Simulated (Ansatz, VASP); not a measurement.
# Two plane-wave programs on Rb2TiAgC6N6

INCAR

```
SYSTEM = Rb2TiAgC6N6
  PREC = Accurate
  ENCUT = 520
  EDIFF = 1E-6
  ISMEAR = 0
  SIGMA = 0.1
  LREAL = Auto
  LASPH = .TRUE.
  NELM = 150
  ALGO = Normal
  ISIF = 2
  LWAVE = .FALSE.
  LCHARG = .FALSE.
  ISPIN = 2
  MAGMOM = 0 0 1 0 0 0 0 0 0 0 0 0 0 0 0 0
  LORBIT = 11
  LMAXMIX = 4
  GGA = PE
  NBANDS = 66
```

The input KPOINTS:

```
regular mesh
0
G
  4 4 4
  0 0 0
```

File POSCAR:

```
Rb2TiAgC6N6
1.0
    0.0000000000      5.2280000000      5.2280000000
    5.2280000000      0.0000000000      5.2280000000
    5.2280000000      5.2280000000      0.0000000000
Rb Ti Ag C N
2 1 1 6 6
Direct
    0.2500000000      0.2500000000      0.2500000000
    0.7500000000      0.7500000000      0.7500000000
    0.0000000000      0.0000000000      0.0000000000
    0.5000000000      0.5000000000      0.5000000000
    0.8146518700      0.1853481300      0.1853481300
    0.1853481300      0.8146518700      0.1853481300
    0.1853481300      0.1853481300      0.8146518700
    0.1853481300      0.8146518700      0.8146518700
    0.8146518700      0.1853481300      0.8146518700
    0.8146518700      0.8146518700      0.1853481300
    0.7027544000      0.2972456000      0.2972456000
    0.2972456000      0.7027544000      0.2972456000
    0.2972456000      0.2972456000      0.7027544000
    0.2972456000      0.7027544000      0.7027544000
    0.7027544000      0.2972456000      0.7027544000
    0.7027544000      0.7027544000      0.2972456000
```

Input for Ansatz:

```yaml
crystal:
  lattice:
    - [0.0, 5.228, 5.228]
    - [5.228, 0.0, 5.228]
    - [5.228, 5.228, 0.0]
  atoms:
    - { symbol: Rb, position: [0.25, 0.25, 0.25] }
    - { symbol: Rb, position: [0.75, 0.75, 0.75] }
    - { symbol: Ti, position: [0.0, 0.0, 0.0], spin: 1.0 }
    - { symbol: Ag, position: [0.5, 0.5, 0.5] }
    - { symbol: C, position: [0.81465187, 0.18534813, 0.18534813] }
    - { symbol: C, position: [0.18534813, 0.81465187, 0.18534813] }
    - { symbol: C, position: [0.18534813, 0.18534813, 0.81465187] }
    - { symbol: C, position: [0.18534813, 0.81465187, 0.81465187] }
    - { symbol: C, position: [0.81465187, 0.18534813, 0.81465187] }
    - { symbol: C, position: [0.81465187, 0.81465187, 0.18534813] }
    - { symbol: "N", position: [0.7027544, 0.2972456, 0.2972456] }
    - { symbol: "N", position: [0.2972456, 0.7027544, 0.2972456] }
    - { symbol: "N", position: [0.2972456, 0.2972456, 0.7027544] }
    - { symbol: "N", position: [0.2972456, 0.7027544, 0.7027544] }
    - { symbol: "N", position: [0.7027544, 0.2972456, 0.7027544] }
    - { symbol: "N", position: [0.7027544, 0.7027544, 0.2972456] }
basis:
  ecutwfc: 420
kpoints:
  mp_grid: { grid: [4, 4, 4] }
hamiltonian:
  xc: pbe
scf:
  occupations: { method: gaussian, width: 0.1 }
  lower_state_search: "off"
output:
  forces: true
  stress: true
  eigenvalues: true
  populations: true
magnetization:
  spin_polarized: true
```

Alike in both runs: task single point; functional PBE; k mesh 4 × 4 × 4; occupations gaussian, width 0.1 eV; collinear spin.

|  | VASP | Ansatz |
| --- | --- | --- |
| version | VASP 6.6.1 | Ansatz 0.2.0 |
| potentials or method | VASP PAW PBE potentials, release 64 (Rb_sv, Ti_sv, Ag, C, N), cutoff 520 eV | scalar-relativistic, plane waves, PAW |
| valence electrons in the cell | 95 | 103 |

Ansatz gave:

```
gap on the k mesh at the Fermi level (eV)                     : none
pressure (GPa)                                                : 15.5
rms of the force components (eV/Å)                            : 0.927
net moment per atom (μB)                                      : 0.14
size of the moment on the site where the two differ most (μB) : 0.40
```

Q: Which values does VASP return?

A: gap on the k mesh at the Fermi level (eV): none; pressure (GPa): 16.0; rms of the force components (eV/Å): 0.771; net moment per atom (μB): 0.09; size of the moment on the site where the two differ most (μB): 0.07.

Site moments also hang on the region over which each program counts them. Atom by atom the forces differ by 0.164 eV/Å (rms over components). A gap of «none» marks a metal or a gap that the smearing closes. With one functional, cell and mesh, what is left measures potentials, basis and numerics. VASP's potentials hold 95 valence electrons a cell and Ansatz's 103, so a difference there can come from the potentials and not from the codes.

Noted on VASP's run: the standard files for N, O and F lose accuracy on very short bonds.
